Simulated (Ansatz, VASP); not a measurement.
Se: VASP beside Ansatz

Contents of INCAR:

```
SYSTEM = Se
PREC = Accurate
ENCUT = 520
EDIFF = 1E-7
ISMEAR = 0
SIGMA = 0.03
LREAL = .FALSE.
LASPH = .TRUE.
NELM = 60
ALGO = Normal
ISIF = 2
LWAVE = .FALSE.
LCHARG = .FALSE.
GGA = PS
IVDW = 12
NBANDS = 16
```

KPOINTS

```
Automatic mesh
0
G
  12 12 8
  0 0 0
```

The input POSCAR:

```
Se
1.0
    3.8854949922      0.0000000000      0.0000000000
   -1.9427474961      3.3649373695      0.0000000000
    0.0000000000      0.0000000000      5.1396971945
Se
3
Direct
    0.2396386035      0.0000000000      0.3333333333
    0.0000000000      0.2396386035      0.6666666667
    0.7603613965      0.7603613965      0.0000000000
```

Input for Ansatz:

```yaml
crystal:
  lattice:
    - [3.8854949922, 0.0, 0.0]
    - [-1.9427474961, 3.3649373695, 0.0]
    - [0.0, 0.0, 5.1396971945]
  atoms:
    - { symbol: Se, position: [0.2396386035, 0.0, 0.3333333333] }
    - { symbol: Se, position: [0.0, 0.2396386035, 0.6666666667] }
    - { symbol: Se, position: [0.7603613965, 0.7603613965, 0.0] }
basis:
  ecutwfc: 420
kpoints:
  mp_grid: { grid: [12, 12, 8] }
hamiltonian:
  xc: pbesol
  dispersion: d3bj
scf:
  occupations: { method: gaussian, width: 0.03 }
output:
  forces: true
  stress: true
  eigenvalues: true
```

Alike in both runs: task single point; functional PBEsol; dispersion D3(BJ); k mesh 12 × 12 × 8; occupations gaussian, width 0.03 eV; no spin polarisation.

|  | VASP | Ansatz |
| --- | --- | --- |
| version | VASP 6.6.1 | Ansatz 0.2.0 |
| potentials or method | VASP PAW PBE potentials, release 64 (Se), cutoff 520 eV | scalar-relativistic, plane waves, PAW |
| valence electrons in the cell | 18 | 48 |

```csv
,VASP,Ansatz,Ansatz less VASP
gap on the k mesh at the Fermi level (eV),0.07,0.09,+0.014
least direct gap on the mesh (eV),0.07,0.09,+0.014
pressure (GPa),4.7,4.4,-0.28
"traceless stress, the component that is largest in VASP (GPa)",1.27,1.12,-0.155
rms of the force components (eV/Å),0.593,0.565,-0.0277
```

VASP's potentials were made for PBE, not for PBEsol. Atom by atom the forces differ by 0.028 eV/Å (rms over components). VASP's potentials hold 18 valence electrons a cell and Ansatz's 48, so a difference there can come from the potentials and not from the codes.
